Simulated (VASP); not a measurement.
# PtS2 (P-3m1) in VASP: notebook

The runs below take PtS2 through single point, relaxation of the atoms, with PBE.

Everything below comes from runs of VASP 6.6.1. Logs are shortened: lines on timing, memory, paths and dates and some standing lists are left out, and cuts for length are marked.

## Step 1: The cell of the first run

It takes space group P-3m1 (No. 164, trigonal). The conventional cell has a = 3.874 Å, b = 3.874 Å, c = 6.424 Å, α = 90.00°, β = 90.00°, γ = 120.00°. Within 3.3 Å of Pt (site symmetry -3m) lie 6 S at 2.48 Å. S (site symmetry 3m) has 3 Pt at 2.48 Å and 3 S at 3.09 Å within 3.3 Å.

## Step 2: Single point, PBE (volume 27.829 Å^3 an atom, c/a of the conventional cell 1.6584)

Input file INCAR:

```
ALGO     = Normal         # electronic algorithm
EDIFF    = 1E-6           # SCF threshold, eV
ENCUT    = 520            # plane-wave cutoff, eV
GGA      = PE             # functional
ISIF     = 2              # what is computed and relaxed
ISMEAR   = 0              # smearing method
LASPH    = True           # aspherical terms in the spheres
LCHARG   = False          # write CHGCAR
LREAL    = False          # projectors in reciprocal space
LWAVE    = False          # write WAVECAR
NBANDS   = 18             # bands
NELM     = 80             # most SCF steps
PREC     = Accurate       # precision mode
SIGMA    = 0.05           # smearing width, eV
```

Input file KPOINTS:

```
k-points
0
Gamma
  12 12 6
```

Input file POSCAR:

```
PtS2
1.0
    3.8737623894      0.0000000000      0.0000000000
   -1.9368811947      3.3547766374      0.0000000000
    0.0000000000      0.0000000000      6.4242475465
Pt S
1 2
Direct
    0.0000000000      0.0000000000      0.0000000000
    0.3333333333      0.6666666667      0.1662674211
    0.6666666667      0.3333333333      0.8337325789
```

Potentials or basis: VASP PAW PBE potentials, release 64 (Pt, S).

Run with:

```
cat potpaw_PBE.64/Pt/POTCAR potpaw_PBE.64/S/POTCAR > POTCAR
mpirun -np 1 vasp_std > vasp.out
```

OUTCAR:

```text
EDIFF = 1E-6
   ENCUT = 520
   GGA = PE
   ISIF = 2
   ISMEAR = 0
   LASPH = True
   LREAL = False
   NELM = 80
   PREC = Accurate

 ion  position               nearest neighbor table
   1  0.000  0.000  0.000-   2 2.48   3 2.48   2 2.48   3 2.48   3 2.48   2 2.48
   2  0.333  0.667  0.166-   1 2.48   1 2.48   1 2.48
   3  0.667  0.333  0.834-   1 2.48   1 2.48   1 2.48

  LATTYP: Found a hexagonal cell.
 ALAT       =     3.8737623894
 C/A-ratio  =     1.6584000000

  Lattice vectors:

 A1 = (   3.8737623894,   0.0000000000,   0.0000000000)
 A2 = (  -1.9368811947,   3.3547766374,   0.0000000000)
 A3 = (   0.0000000000,   0.0000000000,   6.4242475465)

Analysis of symmetry for initial positions (statically):
=====================================================================
 Subroutine PRICEL returns:
 Original cell was already a primitive cell.

 Routine SETGRP: Setting up the symmetry group for a
 hexagonal supercell.

 Subroutine GETGRP returns: Found 12 space group operations
 (whereof 12 operations were pure point group operations)
 out of a pool of 24 trial point group operations.

The static configuration has the point symmetry D_3d.

Analysis of symmetry for dynamics (positions and initial velocities):
=====================================================================
 Subroutine PRICEL returns:
 Original cell was already a primitive cell.

 Routine SETGRP: Setting up the symmetry group for a
 hexagonal supercell.

 Subroutine GETGRP returns: Found 12 space group operations
 (whereof 12 operations were pure point group operations)
 out of a pool of 24 trial point group operations.

The dynamic configuration has the point symmetry D_3d.

 Subroutine INISYM returns: Found 12 space group operations
 (whereof 12 operations are pure point group operations),
 and found     1 'primitive' translations

----------------------------------------------------------------------------------------

                                     Primitive cell

  volume of cell :      83.4870

  direct lattice vectors                    reciprocal lattice vectors
     3.873762389  0.000000000  0.000000000     0.258146964  0.149041219  0.000000000
    -1.936881195  3.354776637  0.000000000     0.000000000  0.298082438  0.000000000
     0.000000000  0.000000000  6.424247547     0.000000000  0.000000000  0.155660253

  length of vectors
     3.873762389  3.873762389  6.424247547     0.298082438  0.298082438  0.155660253

  position of ions in fractional coordinates (direct lattice)
     0.000000000  0.000000000  0.000000000
     0.333333333  0.666666667  0.166267421
     0.666666667  0.333333333  0.833732579

  ion indices of the primitive-cell ions
   primitive index   ion index
                 1           1
                 2           2
                 3           3

----------------------------------------------------------------------------------------

 KPOINTS: k-points

Automatic generation of k-mesh.
 Grid dimensions read from file:
 generate k-points for:   12   12    6

 Generating k-lattice:

  Cartesian coordinates                     Fractional coordinates (reciprocal lattice)
     0.021512247  0.012420102  0.000000000     0.083333333 -0.000000000  0.000000000
     0.000000000  0.024840203  0.000000000     0.000000000  0.083333333  0.000000000
     0.000000000  0.000000000  0.025943376     0.000000000  0.000000000  0.166666667

  Length of vectors
     0.024840203  0.024840203  0.025943376

  Shift w.r.t. Gamma in fractional coordinates (k-lattice)
     0.000000000  0.000000000  0.000000000

 Subroutine IBZKPT returns following result:
 ===========================================

 Found    100 irreducible k-points:

 Following reciprocal coordinates:
            Coordinates               Weight
  0.000000  0.000000  0.000000      1.000000
  0.083333 -0.000000  0.000000      6.000000
  0.166667 -0.000000  0.000000      6.000000
  0.250000  0.000000  0.000000      6.000000
  0.333333 -0.000000  0.000000      6.000000
  0.416667 -0.000000  0.000000      6.000000
[... 16 lines left out ...]
  0.166667 -0.000000  0.166667      6.000000
  0.000000  0.166667  0.166667      6.000000
 [... further k-points ...]
   k-points           NKPTS =    100   k-points in BZ     NKDIM =    100   number of bands    NBANDS=     18
   number of dos      NEDOS =    301   number of ions     NIONS =      3
   total plane-waves  NPLWV =  43200
   dimension x,y,z NGX =    30 NGY =   30 NGZ =   48
   dimension x,y,z NGXF=    60 NGYF=   60 NGZF=   96
   ions per type =               1   2
   NGX,Y,Z   is equivalent  to a cutoff of  12.87, 12.87, 12.42 a.u.
   NGXF,Y,Z  is equivalent  to a cutoff of  25.75, 25.75, 24.84 a.u.
 SYSTEM =  unknown system
   PREC   = accura    normal or accurate (medium, high low for compatibility)
   ISTART =      0    job   : 0-new  1-cont  2-samecut
   ICHARG =      2    charge: 1-file 2-atom 10-const
   ISPIN  =      1    spin polarized calculation?
   LNONCOLLINEAR =      F non collinear calculations
   LSORBIT =      F    spin-orbit coupling
   LASPH  =      T    aspherical Exc in radial PAW
   ENCUT  =  520.0 eV  38.22 Ry    6.18 a.u.   7.20  7.20 11.94*2*pi/ulx,y,z
   NELM   =     80;   NELMIN=  2; NELMDL= -5     # of ELM steps
   EDIFF  = 0.1E-05   stopping-criterion for ELM
   LREAL  =      F    real-space projection
   EDIFFG = 0.1E-04   stopping-criterion for IOM
   NSW    =      0    number of steps for IOM
   IBRION =     -1    ionic relax: 0-MD 1-quasi-New 2-CG
   NFREE  =      0    steps in history (QN), initial steepest desc. (CG)
   ISIF   =      2    stress and relaxation
   ISYM   =      2    0-nonsym 1-usesym 2-fastsym
   POTIM  = 0.5000    time-step for ionic-motion
   TEBEG  =    0.0;   TEEND  =   0.0 temperature during run
   PSTRESS=    0.0 pullay stress
   NELECT =      22.0000    total number of electrons
   NUPDOWN=      -1.0000    fix difference up-down
   EMIN   =  10.00;   EMAX   =-10.00  energy-range for DOS
   EFERMI =   0.00;   METHOD = LEGACY
   ISMEAR =     0;   SIGMA  =   0.05  broadening in eV -4-tet -1-fermi 0-gaus
   EFERMI_NEDOS =   21; number of points for ismear=-14 and -15
   IALGO  =     38    algorithm
   IMIX   =      4    mixing-type and parameters
     AMIX     =   0.40;   BMIX     =  1.00
     AMIX_MAG =   1.60;   BMIX_MAG =  1.00
  volume/ion in A,a.u.               =      27.83       187.80
  Fermi-wavevector in a.u.,A,eV,Ry     =   1.049565  1.983391 14.988004  1.101587
  Thomas-Fermi vector in A             =   2.184533
   LORBIT       =      0    0 simple, 1 ext, 2 COOP (PROOUT), +10 PAW based schemes
   GGA     = PE    functional components
   LHFCALC =     F    Hartree Fock is set to
   AEXX    =    0.0000 exact exchange contribution
   IVDW    =     0    specifies the selected vdW correction
   LEPSILON=     F    determine dielectric tensor
   LRPA    =     F    only Hartree local field effects (RPA)
 non-spin polarized calculation
 Gauss-broadening in eV      SIGMA  =   0.05
  energy-cutoff  :      520.00
  volume of cell :       83.49
 maximum number of plane-waves:      2268
 NGX is ok and might be reduce to    30
   NGX = 15   NGY = 15   NGZ = 23

 number of electron      21.9999999 magnetization

 Free energy of the ion-electron system (eV)
  ---------------------------------------------------
  ext. energy  EPLUGINS =         0.00000000
  ---------------------------------------------------
  free energy    TOTEN  =       -14.98828061 eV

  energy without entropy =      -14.98828061  energy(sigma->0) =      -14.98828061

 E-fermi :   2.2093     XC(G=0):  -8.1591

 val. band max:        2.0073118799   @ k =   0.1667   0.1667   0.0000
 cond. band min:       2.9633696210   @ k =   0.0000   0.2500   0.1667
 fundamental gap:      0.9560577412
 Fermi energy:         2.2093421507

 k-point     1 :       0.0000    0.0000    0.0000
  band No.  band energies     occupation
      1     -11.9208      2.00000
      2      -9.5063      2.00000
      3      -3.7271      2.00000
      4      -3.7271      2.00000
      5      -2.6007      2.00000
      6      -0.8548      2.00000
[... 10 lines left out ...]
     17       9.6223      0.00000
     18       9.9039      0.00000

 k-point     2 :       0.0833   -0.0000    0.0000
  band No.  band energies     occupation
      1     -11.8536      2.00000
      2      -9.5468      2.00000
      3      -3.6731      2.00000
      4      -3.6651      2.00000
      5      -2.5559      2.00000
      6      -0.9717      2.00000
[... 10 lines left out ...]
     17       9.8777      0.00000
     18      10.5883      0.00000

 k-point     3 :       0.1667   -0.0000    0.0000
  band No.  band energies     occupation
      1     -11.6601      2.00000
      2      -9.6567      2.00000
      3      -3.5189      2.00000
      4      -3.4940      2.00000
      5      -2.4607      2.00000
      6      -1.3156      2.00000
[... 10 lines left out ...]
     17      10.5387      0.00000
     18      11.2927      0.00000

 k-point     4 :       0.2500    0.0000    0.0000
  band No.  band energies     occupation
      1     -11.3649      2.00000
      2      -9.8092      2.00000
      3      -3.2947      2.00000
      4      -3.2905      2.00000
      5      -2.5131      2.00000
      6      -1.5936      2.00000
[... 375 lines left out ...]
      4      -3.6671      2.00000
      5      -2.5178      2.00000
      6      -0.9721      2.00000
[... 10 lines left out ...]
     17       9.8808      0.00000
     18      10.2130      0.00000

 k-point    23 :       0.1667   -0.0000    0.1667
  band No.  band energies     occupation
      1     -11.6569      2.00000
      2      -9.6638      2.00000
      3      -3.5180      2.00000
      4      -3.4991      2.00000
      5      -2.4299      2.00000
      6      -1.3126      2.00000
[... 10 lines left out ...]
     17      10.4946      0.00000
     18      10.9615      0.00000

 k-point    24 :       0.0000    0.1667    0.1667
  band No.  band energies     occupation
      1     -11.6571      2.00000
      2      -9.6630      2.00000
      3      -3.5194      2.00000
      4      -3.5034      2.00000
      5      -2.4293      2.00000
      6      -1.3125      2.00000
[... 10 lines left out ...]
     17      10.5638      0.00000
     18      10.7144      0.00000

 [... further k-points ...]
[... 5 lines left out ...]
  --------------------------------------------------------------------------------------
  -------------------------------------------------------------------------------------
  Total       -5.7326421     -5.7326421     -0.1231064      0.0000000      0.0000000      0.0000000
  in kB     -110.0136460   -110.0136460     -2.3625025      0.0000000      0.0000000      0.0000000
  external PRESSURE =     -74.1299315 kB  Pullay stress =       0.0000000 kB

 VOLUME and BASIS-vectors are now :
 -----------------------------------------------------------------------------
  energy-cutoff  :      520.00
  volume of cell :       83.49
      direct lattice vectors                 reciprocal lattice vectors
     3.873762389  0.000000000  0.000000000     0.258146964  0.149041219  0.000000000
    -1.936881195  3.354776637  0.000000000     0.000000000  0.298082438  0.000000000
     0.000000000  0.000000000  6.424247547     0.000000000  0.000000000  0.155660253

 POSITION                                       TOTAL-FORCE (eV/Angst)
 -----------------------------------------------------------------------------------
      0.00000      0.00000      0.00000        -0.000000      0.000000      0.000000
     -0.00000      2.23652      1.06814        -0.000000      0.000000     -0.021698
      1.93688      1.11826      5.35610         0.000000      0.000000      0.021698
 -----------------------------------------------------------------------------------
    total drift:                                0.000000      0.000000      0.000000

  FREE ENERGIE OF THE ION-ELECTRON SYSTEM (eV)
  ---------------------------------------------------
  free  energy   TOTEN  =       -14.9882806114 eV

  energy  without entropy=      -14.9882806114  energy(sigma->0) =      -14.98828061
```

It took 1.8 min on 1 thread of Intel Xeon Platinum 8488C (Sapphire Rapids), shared host; peak memory 0.29 GiB.

What came out:

```
Free energy            : -14.9883 eV
Pressure               : -7.4 GPa
Largest force          : 0.022 eV/Å
Band gap on the k mesh : 0.96 eV, indirect (least direct gap 0.98 eV)
```

Forces on the atoms (eV/Å):
```
Pt   0.000  0.000  0.000
S    0.000  0.000 -0.022
S    0.000  0.000  0.022
```

Caveat: spin-orbit coupling is left out, which moves the levels of the heavy elements; this functional lacks dispersion, which binds the layers, so the pressure and a relaxed spacing across them are unreliable.

## Step 3: Relaxation of the atoms, PBE (volume 27.829 Å^3 an atom, c/a of the conventional cell 1.5142)

Input file INCAR:

```
SYSTEM = PtS2
  PREC = Accurate
  ENCUT = 520
  EDIFF = 1E-6
  ISMEAR = 0
  SIGMA = 0.05
  LREAL = .False.
  LASPH = .True.
  NELM = 100
  ALGO = Normal
  ISIF = 2
  LWAVE = .False.
  LCHARG = .False.
  GGA = PE
  IBRION = 2
  NSW = 50
  EDIFFG = -0.01
```

Input file KPOINTS:

```
regular mesh
0
Gamma
  12 12 6
  0 0 0
```

Input file POSCAR:

```
PtS2
1.0
    3.9930216107      0.0000000000      0.0000000000
   -1.9965108054      3.4580581527      0.0000000000
    0.0000000000      0.0000000000      6.0462333230
Pt S
1 2
Direct
    0.0000000000      0.0000000000      0.0000000000
    0.3333333333      0.6666666667      0.1889525212
    0.6666666667      0.3333333333      0.8110474788
```

Potentials or basis: VASP PAW PBE potentials, release 64 (Pt, S).

Run with:

```
cat potpaw_PBE.64/Pt/POTCAR potpaw_PBE.64/S/POTCAR > POTCAR
mpirun -np 1 vasp_std > vasp.out
```

It took 6.4 min on 1 thread of Oxide Virtual Turin-like, shared host; peak memory 0.25 GiB.

The run converged. Its results:

```yaml
Free_energy: -14.5984 eV
Energy_gained_by_relaxing: 49.9 meV/atom
Ionic_steps: 4
Pressure_after_relaxing: -9.4 GPa
Largest_force_after_relaxing: 0.010 eV/Å
Band_gap_on_the_k_mesh: 0.63 eV, indirect (least direct gap 0.71 eV)
```

Forces on the atoms (eV/Å):
```
Pt   0.000  0.000  0.000
S    0.000  0.000 -0.010
S    0.000  0.000  0.010
```

Stress tensor (GPa, compression positive):
```
-14.01   0.00   0.00
  0.00 -14.01   0.00
  0.00   0.00  -0.23
```

The path:
```csv
step,energy change (eV),largest force (eV/Å),pressure (GPa)
1,0.0000,1.0324,-13.37
2,-0.0854,0.6799,-12.10
3,-0.1497,0.0108,-9.31
4,-0.1497,0.0097,-9.42
```

Final structure:
```xyz
3
Lattice="3.9930 0.0000 0.0000 -1.9965 3.4581 0.0000 0.0000 0.0000 6.0462" Properties=species:S:1:pos:R:3 pbc="T T T"
Pt    0.0000    0.0000    0.0000
S     0.0000    2.3054    0.9995
S     1.9965    1.1527    5.0467
```

Levels at points of the mesh, in eV from the valence-band top:
```tsv
k point	band 9	band 10	band 11	band 12	band 13	band 14
(0.00, 0.00, 0.00)	-1.13	-0.88	-0.72	2.02	2.02	3.82
(0.50, 0.00, 0.00)	-2.54	-1.73	-1.10	1.14	2.16	4.86
(0.00, 0.00, 0.50)	-1.14	-1.14	-0.78	2.06	2.06	4.69
(0.50, 0.00, 0.50)	-2.50	-1.76	-0.83	1.11	2.09	4.95
```

Caveat: spin-orbit coupling is left out, which moves the levels of the heavy elements; this functional lacks dispersion, which binds the layers, so the pressure and a relaxed spacing across them are unreliable.
